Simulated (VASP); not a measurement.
# BeMo (P6_3/mmc) in VASP: relaxation of cell and atoms with PBE

Aim: the relaxation of cell and atoms of BeMo with PBE.

All numbers are computed with VASP 6.6.1; they aren't measurements. Logs are shortened: lines on timing, memory, paths and dates and some standing lists are left out, and cuts for length are marked.

## 1. The cell of the first run

Symmetry: P6_3/mmc, No. 194, hexagonal system. Conventional cell: a = 3.409 Å, b = 3.409 Å, c = 4.882 Å, α = 90.00°, β = 90.00°, γ = 120.00°. Within 3.1 Å of Be (site symmetry -3m) lie 6 Mo at 2.32 Å and 2 Be at 2.44 Å. Within 3.2 Å of Mo (site symmetry -6m2) lie 6 Be at 2.32 Å and 6 Mo at 3.14 Å.

The cell was generated, and may not be a known phase.

## 2. Relaxation of cell and atoms, PBE

File INCAR:

```
ALGO = Fast
EDIFF = 1E-6
EDIFFG = -0.01
ENCUT = 600
GGA = PE
IBRION = 2
ISIF = 3
ISMEAR = 0
LASPH = T
LCHARG = F
LREAL = F
LWAVE = F
NELM = 80
NSW = 100
PREC = Accurate
SIGMA = 0.1
```

File KPOINTS:

```
k-points
0
Gamma
  18 18 10
```

File POSCAR:

```
BeMo
1.0
    3.4093453466      0.0000000000      0.0000000000
   -1.7046726733      2.9525796804      0.0000000000
    0.0000000000      0.0000000000      4.8820540539
Be Mo
2 2
Direct
    0.0000000000      0.0000000000      0.0000000000
    0.0000000000      0.0000000000      0.5000000000
    0.6666666667      0.3333333333      0.7500000000
    0.3333333333      0.6666666667      0.2500000000
```

Potentials or basis: VASP PAW PBE potentials, release 64 (Be, Mo_sv).

Command:

```console
> cat potpaw_PBE.64/Be/POTCAR potpaw_PBE.64/Mo_sv/POTCAR > POTCAR
> mpirun -np 1 vasp_std > vasp.out
```

OUTCAR:

```text
EDIFF = 1E-6
   EDIFFG = -0.01
   ENCUT = 600
   GGA = PE
   IBRION = 2
   ISIF = 3
   ISMEAR = 0
   LASPH = T
   LREAL = F
   NELM = 80
   NSW = 100
   PREC = Accurate

 ion  position               nearest neighbor table
   1  0.000  0.000  0.000-   3 2.32   4 2.32   4 2.32   3 2.32   3 2.32   4 2.32
   2  0.000  0.000  0.500-   3 2.32   4 2.32   4 2.32   3 2.32   3 2.32   4 2.32
   3  0.667  0.333  0.750-   1 2.32   2 2.32   1 2.32   2 2.32   1 2.32   2 2.32   4 3.14   4 3.14
                             4 3.14   4 3.14   4 3.14   4 3.14
   4  0.333  0.667  0.250-   1 2.32   2 2.32   1 2.32   2 2.32   1 2.32   2 2.32   3 3.14   3 3.14
                             3 3.14   3 3.14   3 3.14   3 3.14

  LATTYP: Found a hexagonal cell.
 ALAT       =     3.4093453466
 C/A-ratio  =     1.4319623146

  Lattice vectors:

 A1 = (   3.4093453466,   0.0000000000,   0.0000000000)
 A2 = (  -1.7046726733,   2.9525796804,   0.0000000000)
 A3 = (   0.0000000000,   0.0000000000,   4.8820540539)

Analysis of symmetry for initial positions (statically):
=====================================================================
 Subroutine PRICEL returns:
 Original cell was already a primitive cell.

 Routine SETGRP: Setting up the symmetry group for a
 hexagonal supercell.

 Subroutine GETGRP returns: Found 24 space group operations
 (whereof 12 operations were pure point group operations)
 out of a pool of 24 trial point group operations.

The static configuration has the point symmetry D_3d.
 The point group associated with its full space group is D_6h.

Analysis of symmetry for dynamics (positions and initial velocities):
=====================================================================
 Subroutine PRICEL returns:
 Original cell was already a primitive cell.

 Routine SETGRP: Setting up the symmetry group for a
 hexagonal supercell.

 Subroutine GETGRP returns: Found 24 space group operations
 (whereof 12 operations were pure point group operations)
 out of a pool of 24 trial point group operations.

The dynamic configuration has the point symmetry D_3d.
 The point group associated with its full space group is D_6h.

 Subroutine INISYM returns: Found 24 space group operations
 (whereof 12 operations are pure point group operations),
 and found     1 'primitive' translations

----------------------------------------------------------------------------------------

                                     Primitive cell

  volume of cell :      49.1445

  direct lattice vectors                    reciprocal lattice vectors
     3.409345347  0.000000000  0.000000000     0.293311442  0.169343440  0.000000000
    -1.704672673  2.952579680  0.000000000     0.000000000  0.338686880  0.000000000
     0.000000000  0.000000000  4.882054054     0.000000000  0.000000000  0.204831816

  length of vectors
     3.409345347  3.409345347  4.882054054     0.338686880  0.338686880  0.204831816

  position of ions in fractional coordinates (direct lattice)
     0.000000000  0.000000000  0.000000000
     0.000000000  0.000000000  0.500000000
     0.666666667  0.333333333  0.750000000
     0.333333333  0.666666667  0.250000000

  ion indices of the primitive-cell ions
   primitive index   ion index
                 1           1
                 2           2
                 3           3
                 4           4

----------------------------------------------------------------------------------------

 KPOINTS: k-points

Automatic generation of k-mesh.
 Grid dimensions read from file:
 generate k-points for:   18   18   10

 Generating k-lattice:

  Cartesian coordinates                     Fractional coordinates (reciprocal lattice)
     0.016295080  0.009407969  0.000000000     0.055555556 -0.000000000  0.000000000
     0.000000000  0.018815938  0.000000000     0.000000000  0.055555556  0.000000000
     0.000000000  0.000000000  0.020483182     0.000000000  0.000000000  0.100000000

  Length of vectors
     0.018815938  0.018815938  0.020483182

  Shift w.r.t. Gamma in fractional coordinates (k-lattice)
     0.000000000  0.000000000  0.000000000

 Subroutine IBZKPT returns following result:
 ===========================================

 Found    222 irreducible k-points:

 Following reciprocal coordinates:
            Coordinates               Weight
  0.000000  0.000000  0.000000      1.000000
  0.055556  0.000000  0.000000      6.000000
  0.111111  0.000000  0.000000      6.000000
  0.166667  0.000000  0.000000      6.000000
  0.222222  0.000000  0.000000      6.000000
  0.277778  0.000000  0.000000      6.000000
[... 16 lines left out ...]
  0.333333  0.111111  0.000000     12.000000
  0.388889  0.111111  0.000000     12.000000
 [... further k-points ...]
   k-points           NKPTS =    222   k-points in BZ     NKDIM =    222   number of bands    NBANDS=     20
   number of dos      NEDOS =    301   number of ions     NIONS =      4
   total plane-waves  NPLWV =  31360
   dimension x,y,z NGX =    28 NGY =   28 NGZ =   40
   dimension x,y,z NGXF=    56 NGYF=   56 NGZF=   80
   ions per type =               2   2
   NGX,Y,Z   is equivalent  to a cutoff of  13.65, 13.65, 13.62 a.u.
   NGXF,Y,Z  is equivalent  to a cutoff of  27.31, 27.31, 27.24 a.u.
 SYSTEM =  unknown system
   PREC   = accura    normal or accurate (medium, high low for compatibility)
   ISTART =      0    job   : 0-new  1-cont  2-samecut
   ICHARG =      2    charge: 1-file 2-atom 10-const
   ISPIN  =      1    spin polarized calculation?
   LNONCOLLINEAR =      F non collinear calculations
   LSORBIT =      F    spin-orbit coupling
   LASPH  =      T    aspherical Exc in radial PAW
   ENCUT  =  600.0 eV  44.10 Ry    6.64 a.u.   6.81  6.81  9.75*2*pi/ulx,y,z
   NELM   =     80;   NELMIN=  2; NELMDL= -5     # of ELM steps
   EDIFF  = 0.1E-05   stopping-criterion for ELM
   LREAL  =      F    real-space projection
   EDIFFG = -.1E-01   stopping-criterion for IOM
   NSW    =    100    number of steps for IOM
   IBRION =      2    ionic relax: 0-MD 1-quasi-New 2-CG
   NFREE  =      1    steps in history (QN), initial steepest desc. (CG)
   ISIF   =      3    stress and relaxation
   ISYM   =      2    0-nonsym 1-usesym 2-fastsym
   POTIM  = 0.5000    time-step for ionic-motion
   TEBEG  =    0.0;   TEEND  =   0.0 temperature during run
   PSTRESS=    0.0 pullay stress
   NELECT =      32.0000    total number of electrons
   NUPDOWN=      -1.0000    fix difference up-down
   EMIN   =  10.00;   EMAX   =-10.00  energy-range for DOS
   EFERMI =   0.00;   METHOD = LEGACY
   ISMEAR =     0;   SIGMA  =   0.10  broadening in eV -4-tet -1-fermi 0-gaus
   EFERMI_NEDOS =   21; number of points for ismear=-14 and -15
   IALGO  =     68    algorithm
   IMIX   =      4    mixing-type and parameters
     AMIX     =   0.40;   BMIX     =  1.00
     AMIX_MAG =   1.60;   BMIX_MAG =  1.00
  volume/ion in A,a.u.               =      12.29        82.91
  Fermi-wavevector in a.u.,A,eV,Ry     =   1.418948  2.681423 27.394145  2.013413
  Thomas-Fermi vector in A             =   2.540020
   LORBIT       =      0    0 simple, 1 ext, 2 COOP (PROOUT), +10 PAW based schemes
   GGA     = PE    functional components
   LHFCALC =     F    Hartree Fock is set to
   AEXX    =    0.0000 exact exchange contribution
   IVDW    =     0    specifies the selected vdW correction
   LEPSILON=     F    determine dielectric tensor
   LRPA    =     F    only Hartree local field effects (RPA)
 conjugate gradient relaxation of ions
 non-spin polarized calculation
 RMM-DIIS sequential band-by-band and
 Gauss-broadening in eV      SIGMA  =   0.10
  energy-cutoff  :      600.00
  volume of cell :       49.14
 maximum number of plane-waves:      1658
 NGX is ok and might be reduce to    28
   NGX = 13   NGY = 13   NGZ = 19

--------------------------------------- Ionic step        1  -------------------------------------------

 number of electron      31.9999998 magnetization

 Free energy of the ion-electron system (eV)
  ---------------------------------------------------
  ext. energy  EPLUGINS =         0.00000000
  ---------------------------------------------------
  free energy    TOTEN  =       -28.31714741 eV

  energy without entropy =      -28.30805733  energy(sigma->0) =      -28.31260237

------------------------ aborting loop because EDIFF is reached ----------------------------------------

  FORCE on cell =-STRESS in cart. coord.  units (eV):
  Direction    XX          YY          ZZ          XY          YZ          ZX
  --------------------------------------------------------------------------------------
  -------------------------------------------------------------------------------------
  Total        0.2218863      0.2218863     -0.0635077      0.0000000      0.0000000      0.0000000
  in kB        7.2337888      7.2337888     -2.0704371      0.0000000      0.0000000      0.0000000
  external PRESSURE =       4.1323802 kB  Pullay stress =       0.0000000 kB
[... 99 lines left out ...]
  energy  without entropy=      -28.3087258066  energy(sigma->0) =      -28.31322785

--------------------------------------- Ionic step        4  -------------------------------------------

 number of electron      31.9999998 magnetization

 Free energy of the ion-electron system (eV)
  ---------------------------------------------------
  ext. energy  EPLUGINS =         0.00000000
  ---------------------------------------------------
  free energy    TOTEN  =       -28.31805759 eV

  energy without entropy =      -28.30920918  energy(sigma->0) =      -28.31363338

 E-fermi :   9.4349     XC(G=0): -12.1823

 val. band max:        9.4331186091   @ k =   0.1667   0.1667   0.4000
 cond. band min:       9.4453153275   @ k =   0.2222   0.1667   0.3000
 fundamental gap:      0.0121967184
 Fermi energy:         9.4349406250

 k-point     1 :       0.0000    0.0000    0.0000
  band No.  band energies     occupation
      1     -51.5024      2.00000
      2     -51.4381      2.00000
      3     -25.7754      2.00000
      4     -25.5387      2.00000
      5     -25.5387      2.00000
      6     -25.4495      2.00000
[... 12 lines left out ...]
     19       9.5903      0.02804
[... 513 lines left out ...]
      4     -25.6229      2.00000
      5     -25.6088      2.00000
      6     -25.6016      2.00000
[... 12 lines left out ...]
     19      11.2815      0.00000
     20      11.8753      0.00000

 [... further k-points ...]

------------------------ aborting loop because EDIFF is reached ----------------------------------------

  FORCE on cell =-STRESS in cart. coord.  units (eV):
  Direction    XX          YY          ZZ          XY          YZ          ZX
  --------------------------------------------------------------------------------------
  -------------------------------------------------------------------------------------
  Total       -0.0053168     -0.0053168     -0.0317452      0.0000000      0.0000000      0.0000000
  in kB       -0.1728229     -0.1728229     -1.0318720      0.0000000      0.0000000      0.0000000
  external PRESSURE =      -0.4591726 kB  Pullay stress =       0.0000000 kB
[... 19 lines left out ...]
  FREE ENERGIE OF THE ION-ELECTRON SYSTEM (eV)
  ---------------------------------------------------
  free  energy   TOTEN  =       -28.3180575861 eV

  energy  without entropy=      -28.3092091809  energy(sigma->0) =      -28.31363338

 reached required accuracy - stopping structural energy minimisation
```

Run time: 16 min. Hardware: 1 thread of Intel Xeon 8259CL, shared host; peak memory 0.37 GiB.

Results:

* Free energy: -28.3181 eV
* Relaxed volume: 12.32 Å³/atom
* Relaxed cell: a = 3.421 Å, b = 3.421 Å, c = 4.864 Å, α = 90.00°, β = 90.00°, γ = 120.00°
* Space group after relaxing (to 0.1 Å): P6_3/mmc (No. 194)
* Energy gained by relaxing: 0.2 meV/atom
* Ionic steps: 4
* Pressure after relaxing: 0.0 GPa
* Band gap on the k mesh: zero (bands 16 and 17 overlap by 1.52 eV)

Stress tensor (GPa, compression positive):
```
-0.02  0.00  0.00
 0.00 -0.02  0.00
 0.00  0.00 -0.10
```

Step by step:
```csv
step,energy change (eV),largest force (eV/Å),pressure (GPa),volume (Å³)
1,0.0000,0.0000,0.41,49.14
2,-0.0006,0.0000,-0.39,49.37
3,-0.0006,0.0000,-0.33,49.35
4,-0.0009,0.0000,-0.05,49.29
```

Final structure:
```
Be Mo
1.0
     3.42070    0.00000    0.00000
    -1.71035    2.96241    0.00000
     0.00000    0.00000    4.86412
Be Mo
2 2
Cartesian
  3.4207 0.0000 0.0000
  3.4207 0.0000 2.4321
  1.7103 0.9875 3.6481
  0.0000 1.9749 1.2160
```

Levels at points of the mesh, in eV from the Fermi level:
```csv
k point,band 14,band 15,band 16,band 17,band 18,band 19
"(0.00, 0.00, 0.00)",-0.85,-0.84,-0.73,-0.73,-0.31,0.16
"(0.50, 0.00, 0.00)",-2.38,-1.83,0.43,1.47,1.87,2.00
"(0.00, 0.00, 0.50)",-2.45,-1.39,-1.39,0.94,0.94,0.94
"(0.50, 0.00, 0.50)",-1.86,-1.48,-1.48,1.07,1.07,1.51
```

Caveat: the highest band is partly filled, so the run has too few bands.
